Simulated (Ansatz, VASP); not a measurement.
## Ca: VASP beside Ansatz

```
CELL_PARAMETERS angstrom
0.00000 2.79420 2.79420
3.03869 0.00000 2.79420
3.03869 2.79420 0.00000
ATOMIC_POSITIONS crystal
Ca 0.00000 0.00000 0.00000
```

Change from the starting cell: strain +0.0875 x Voigt [1, 0, 0, 0, 0, 0], atoms carried along.

Alike in both runs: task single point; functional PBEsol; k mesh 14 × 14 × 14; occupations gaussian, width 0.15 eV; no spin polarisation.

|  | VASP | Ansatz |
| --- | --- | --- |
| version | VASP 6.6.1 | Ansatz 0.2.0 |
| potentials or method | VASP PAW PBE potentials, release 64 (Ca_sv), cutoff 520 eV | scalar-relativistic, plane waves, PAW |
| valence electrons in the cell | 10 | 10 |

```tsv
	VASP	Ansatz	Ansatz less VASP
gap on the k mesh at the Fermi level (eV)	none	none	-
pressure (GPa)	-2.2	-2.2	0.00
traceless stress, the component that is largest in VASP (GPa)	-0.57	-0.57	0.000
```

VASP's potentials were made for PBE, not for PBEsol. A gap of «none» marks a metal or a gap that the smearing closes. With one functional, cell and mesh, what is left measures potentials, basis and numerics.
